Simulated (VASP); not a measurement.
# Nb3Sn (Pm-3n) in VASP: single point with PBE

Aim: the single point of Nb3Sn with PBE.

All numbers are computed with VASP 6.6.1; they aren't measurements. Logs are shortened: lines on timing, memory, paths and dates and some standing lists are left out, and cuts for length are marked.

## Step 1: The cell of the first run

It takes space group Pm-3n (No. 223, cubic). Conventional cell: a = 5.290 Å, b = 5.290 Å, c = 5.290 Å, α = 90.00°, β = 90.00°, γ = 90.00°. Sn (site symmetry m-3) has 12 Nb at 2.96 Å within 3.9 Å. Nb (site symmetry -4m2) has 10 Nb at 2.64 to 3.24 Å and 4 Sn at 2.96 Å within 3.5 Å.

## Step 2: Single point, PBE

Input file INCAR:

```
  PREC = Accurate
  ENCUT = 500
  EDIFF = 1E-6
  ISMEAR = -1
  SIGMA = 0.2
  LREAL = F
  LASPH = T
  NELM = 120
  ALGO = Normal
  ISIF = 2
  LWAVE = F
  LCHARG = F
  GGA = PE
  NBANDS = 63
  GGA_COMPAT = F
```

Input file KPOINTS:

```
regular mesh
0
Gamma
  2 2 2
```

Input file POSCAR:

```
Nb3Sn
1.0
    5.2900000000      0.0000000000      0.0000000000
    0.0000000000      5.2900000000      0.0000000000
    0.0000000000      0.0000000000      5.2900000000
Sn Nb
2 6
Direct
    0.0000000000      0.0000000000      0.0000000000
    0.5000000000      0.5000000000      0.5000000000
    0.2500000000      0.0000000000      0.5000000000
    0.7500000000      0.0000000000      0.5000000000
    0.5000000000      0.2500000000      0.0000000000
    0.5000000000      0.7500000000      0.0000000000
    0.0000000000      0.5000000000      0.2500000000
    0.0000000000      0.5000000000      0.7500000000
```

Potentials or basis: VASP PAW PBE potentials, release 64 (Sn_d, Nb_sv).

Started as:

```bash
> cat potpaw_PBE.64/Sn_d/POTCAR potpaw_PBE.64/Nb_sv/POTCAR > POTCAR
> mpirun -np 1 vasp_std > vasp.out
```

OUTCAR:

```text
PREC = Accurate
   ENCUT = 500
   EDIFF = 1E-6
   ISMEAR = -1
   LREAL = F
   LASPH = T
   NELM = 120
   ISIF = 2
   GGA = PE

 ion  position               nearest neighbor table
   1  0.000  0.000  0.000-   3 2.96   4 2.96   5 2.96   6 2.96   7 2.96   8 2.96   3 2.96   4 2.96
                             7 2.96   8 2.96   5 2.96   6 2.96
   2  0.500  0.500  0.500-   3 2.96   4 2.96   5 2.96   6 2.96   7 2.96   8 2.96   5 2.96   6 2.96
                             3 2.96   4 2.96   7 2.96   8 2.96
   3  0.250  0.000  0.500-   4 2.65   4 2.65   1 2.96   1 2.96   2 2.96   2 2.96
   4  0.750  0.000  0.500-   3 2.65   3 2.65   1 2.96   1 2.96   2 2.96   2 2.96
   5  0.500  0.250  0.000-   6 2.65   6 2.65   1 2.96   2 2.96   2 2.96   1 2.96
   6  0.500  0.750  0.000-   5 2.65   5 2.65   1 2.96   2 2.96   2 2.96   1 2.96
   7  0.000  0.500  0.250-   8 2.65   8 2.65   1 2.96   2 2.96   1 2.96   2 2.96
   8  0.000  0.500  0.750-   7 2.65   7 2.65   1 2.96   2 2.96   1 2.96   2 2.96

  LATTYP: Found a simple cubic cell.
 ALAT       =     5.2900000000

  Lattice vectors:

 A1 = (   5.2900000000,   0.0000000000,   0.0000000000)
 A2 = (   0.0000000000,   5.2900000000,   0.0000000000)
 A3 = (   0.0000000000,   0.0000000000,   5.2900000000)

Analysis of symmetry for initial positions (statically):
=====================================================================
 Subroutine PRICEL returns:
 Original cell was already a primitive cell.

 Routine SETGRP: Setting up the symmetry group for a
 simple cubic supercell.

 Subroutine GETGRP returns: Found 48 space group operations
 (whereof 24 operations were pure point group operations)
 out of a pool of 48 trial point group operations.

The static configuration has the point symmetry T_h .
 The point group associated with its full space group is O_h .

Analysis of symmetry for dynamics (positions and initial velocities):
=====================================================================
 Subroutine PRICEL returns:
 Original cell was already a primitive cell.

 Routine SETGRP: Setting up the symmetry group for a
 simple cubic supercell.

 Subroutine GETGRP returns: Found 48 space group operations
 (whereof 24 operations were pure point group operations)
 out of a pool of 48 trial point group operations.

The dynamic configuration has the point symmetry T_h .
 The point group associated with its full space group is O_h .

 Subroutine INISYM returns: Found 48 space group operations
 (whereof 24 operations are pure point group operations),
 and found     1 'primitive' translations

----------------------------------------------------------------------------------------

                                     Primitive cell

  volume of cell :     148.0359

  direct lattice vectors                    reciprocal lattice vectors
     5.290000000  0.000000000  0.000000000     0.189035917  0.000000000  0.000000000
     0.000000000  5.290000000  0.000000000     0.000000000  0.189035917  0.000000000
     0.000000000  0.000000000  5.290000000     0.000000000  0.000000000  0.189035917

  length of vectors
     5.290000000  5.290000000  5.290000000     0.189035917  0.189035917  0.189035917

  position of ions in fractional coordinates (direct lattice)
     0.000000000  0.000000000  0.000000000
     0.500000000  0.500000000  0.500000000
     0.250000000  0.000000000  0.500000000
     0.750000000  0.000000000  0.500000000
     0.500000000  0.250000000  0.000000000
     0.500000000  0.750000000  0.000000000
     0.000000000  0.500000000  0.250000000
     0.000000000  0.500000000  0.750000000

  ion indices of the primitive-cell ions
   primitive index   ion index
                 1           1
                 2           2
                 3           3
                 4           4
                 5           5
                 6           6
                 7           7
                 8           8

----------------------------------------------------------------------------------------

 KPOINTS: regular mesh

Automatic generation of k-mesh.
 Grid dimensions read from file:
 generate k-points for:    2    2    2

 Generating k-lattice:

  Cartesian coordinates                     Fractional coordinates (reciprocal lattice)
     0.094517958  0.000000000  0.000000000     0.500000000  0.000000000  0.000000000
     0.000000000  0.094517958  0.000000000     0.000000000  0.500000000  0.000000000
     0.000000000  0.000000000  0.094517958     0.000000000  0.000000000  0.500000000

  Length of vectors
     0.094517958  0.094517958  0.094517958

  Shift w.r.t. Gamma in fractional coordinates (k-lattice)
     0.000000000  0.000000000  0.000000000

 Subroutine IBZKPT returns following result:
 ===========================================

 Found      4 irreducible k-points:

 Following reciprocal coordinates:
            Coordinates               Weight
  0.000000  0.000000  0.000000      1.000000
  0.500000  0.000000  0.000000      3.000000
  0.500000  0.500000  0.000000      3.000000
  0.500000  0.500000  0.500000      1.000000
   k-points           NKPTS =      4   k-points in BZ     NKDIM =      4   number of bands    NBANDS=     63
   number of dos      NEDOS =    301   number of ions     NIONS =      8
   total plane-waves  NPLWV =  64000
   dimension x,y,z NGX =    40 NGY =   40 NGZ =   40
   dimension x,y,z NGXF=    80 NGYF=   80 NGZF=   80
   ions per type =               2   6
   NGX,Y,Z   is equivalent  to a cutoff of  12.57, 12.57, 12.57 a.u.
   NGXF,Y,Z  is equivalent  to a cutoff of  25.14, 25.14, 25.14 a.u.
 SYSTEM =  unknown system
   PREC   = accura    normal or accurate (medium, high low for compatibility)
   ISTART =      0    job   : 0-new  1-cont  2-samecut
   ICHARG =      2    charge: 1-file 2-atom 10-const
   ISPIN  =      1    spin polarized calculation?
   LNONCOLLINEAR =      F non collinear calculations
   LSORBIT =      F    spin-orbit coupling
   LASPH  =      T    aspherical Exc in radial PAW
   ENCUT  =  500.0 eV  36.75 Ry    6.06 a.u.   9.64  9.64  9.64*2*pi/ulx,y,z
   NELM   =    120;   NELMIN=  2; NELMDL= -5     # of ELM steps
   EDIFF  = 0.1E-05   stopping-criterion for ELM
   LREAL  =      F    real-space projection
   EDIFFG = 0.1E-04   stopping-criterion for IOM
   NSW    =      0    number of steps for IOM
   IBRION =     -1    ionic relax: 0-MD 1-quasi-New 2-CG
   NFREE  =      0    steps in history (QN), initial steepest desc. (CG)
   ISIF   =      2    stress and relaxation
   ISYM   =      2    0-nonsym 1-usesym 2-fastsym
   POTIM  = 0.5000    time-step for ionic-motion
   TEBEG  =    0.0;   TEEND  =   0.0 temperature during run
   PSTRESS=    0.0 pullay stress
   NELECT =     106.0000    total number of electrons
   NUPDOWN=      -1.0000    fix difference up-down
   EMIN   =  10.00;   EMAX   =-10.00  energy-range for DOS
   EFERMI =   0.00;   METHOD = LEGACY
   ISMEAR =    -1;   SIGMA  =   0.20  broadening in eV -4-tet -1-fermi 0-gaus
   EFERMI_NEDOS =   21; number of points for ismear=-14 and -15
   IALGO  =     38    algorithm
   IMIX   =      4    mixing-type and parameters
     AMIX     =   0.40;   BMIX     =  1.00
     AMIX_MAG =   1.60;   BMIX_MAG =  1.00
  volume/ion in A,a.u.               =      18.50       124.87
  Fermi-wavevector in a.u.,A,eV,Ry     =   1.464607  2.767706 29.185500  2.145074
  Thomas-Fermi vector in A             =   2.580563
   LORBIT       =      0    0 simple, 1 ext, 2 COOP (PROOUT), +10 PAW based schemes
   GGA     = PE    functional components
   LHFCALC =     F    Hartree Fock is set to
   AEXX    =    0.0000 exact exchange contribution
   IVDW    =     0    specifies the selected vdW correction
   LEPSILON=     F    determine dielectric tensor
   LRPA    =     F    only Hartree local field effects (RPA)
 non-spin polarized calculation
  energy-cutoff  :      500.00
  volume of cell :      148.04
 maximum number of plane-waves:      3840
 NGX is ok and might be reduce to    40
   NGX = 19   NGY = 19   NGZ = 19

 number of electron     106.0000026 magnetization

 Free energy of the ion-electron system (eV)
  ---------------------------------------------------
  ext. energy  EPLUGINS =         0.00000000
  ---------------------------------------------------
  free energy    TOTEN  =       -70.03447626 eV

  energy without entropy =      -68.82277450  energy(sigma->0) =      -69.42862538

 E-fermi :  11.5925     XC(G=0): -12.3450

 val. band max:       11.5854793789   @ k =   0.5000   0.5000   0.0000
 cond. band min:      11.9581293540   @ k =   0.5000   0.5000   0.0000
 fundamental gap:      0.3726499751
 Fermi energy:        11.5925216976

 k-point     1 :       0.0000    0.0000    0.0000
  band No.  band energies     occupation
      1     -43.2140      2.00000
      2     -43.1426      2.00000
      3     -43.1426      2.00000
      4     -42.9233      2.00000
      5     -42.9233      2.00000
      6     -42.9233      2.00000
[... 55 lines left out ...]
     62      15.0254      0.00000
     63      15.1575      0.00000

 k-point     2 :       0.5000    0.0000    0.0000
  band No.  band energies     occupation
      1     -43.1710      2.00000
      2     -43.1710      2.00000
      3     -43.0420      2.00000
      4     -43.0420      2.00000
      5     -42.9233      2.00000
      6     -42.9233      2.00000
[... 55 lines left out ...]
     62      14.1624      0.00001
     63      14.6159      0.00000

 k-point     3 :       0.5000    0.5000    0.0000
  band No.  band energies     occupation
      1     -43.1664      2.00000
      2     -43.0708      2.00000
      3     -43.0467      2.00000
      4     -43.0467      2.00000
      5     -43.0223      2.00000
      6     -42.9233      2.00000
[... 55 lines left out ...]
     62      13.8236      0.00003
     63      13.8893      0.00002

 k-point     4 :       0.5000    0.5000    0.5000
  band No.  band energies     occupation
      1     -43.0467      2.00000
      2     -43.0467      2.00000
      3     -43.0467      2.00000
      4     -43.0467      2.00000
      5     -43.0467      2.00000
      6     -43.0467      2.00000
[... 55 lines left out ...]
     62      13.8603      0.00002
     63      13.8647      0.00002

------------------------ aborting loop because EDIFF is reached ----------------------------------------

  FORCE on cell =-STRESS in cart. coord.  units (eV):
  Direction    XX          YY          ZZ          XY          YZ          ZX
  --------------------------------------------------------------------------------------
  -------------------------------------------------------------------------------------
  Total        4.2270080      4.2270080      4.2270080      0.0000000      0.0000000      0.0000000
  in kB       45.7484769     45.7484769     45.7484769      0.0000000      0.0000000      0.0000000
  external PRESSURE =      45.7484769 kB  Pullay stress =       0.0000000 kB

 VOLUME and BASIS-vectors are now :
 -----------------------------------------------------------------------------
  energy-cutoff  :      500.00
  volume of cell :      148.04
      direct lattice vectors                 reciprocal lattice vectors
     5.290000000  0.000000000  0.000000000     0.189035917  0.000000000  0.000000000
     0.000000000  5.290000000  0.000000000     0.000000000  0.189035917  0.000000000
     0.000000000  0.000000000  5.290000000     0.000000000  0.000000000  0.189035917

 POSITION                                       TOTAL-FORCE (eV/Angst)
 -----------------------------------------------------------------------------------
      0.00000      0.00000      0.00000         0.000000     -0.000000     -0.000000
      2.64500      2.64500      2.64500         0.000000     -0.000000     -0.000000
      1.32250      0.00000      2.64500         0.000000      0.000000     -0.000000
      3.96750      0.00000      2.64500        -0.000000     -0.000000      0.000000
      2.64500      1.32250      0.00000         0.000000     -0.000000     -0.000000
      2.64500      3.96750      0.00000        -0.000000      0.000000      0.000000
      0.00000      2.64500      1.32250         0.000000      0.000000     -0.000000
      0.00000      2.64500      3.96750        -0.000000     -0.000000     -0.000000
 -----------------------------------------------------------------------------------
    total drift:                                0.000000     -0.000000      0.000000

  FREE ENERGIE OF THE ION-ELECTRON SYSTEM (eV)
  ---------------------------------------------------
  free  energy   TOTEN  =       -70.0344762603 eV

  energy  without entropy=      -68.8227744952  energy(sigma->0) =      -69.42862538
```

It took 42 s on 1 thread of Intel Xeon Platinum 8259CL at 2.50GHz (Skylake/Cascade Lake), shared host; peak memory 0.24 GiB.

What came out:

| Property | Result |
| --- | --- |
| Free energy | -70.0345 eV |
| Pressure | 4.6 GPa |
| Band gap on the k mesh | zero (band 53 reaches 11.59 eV, above the bottom of band 54 at 11.00 eV) |

Caveat: the k points lie up to 0.59 Å⁻¹ apart; spin-orbit coupling is left out, which moves the levels of the heavy elements.
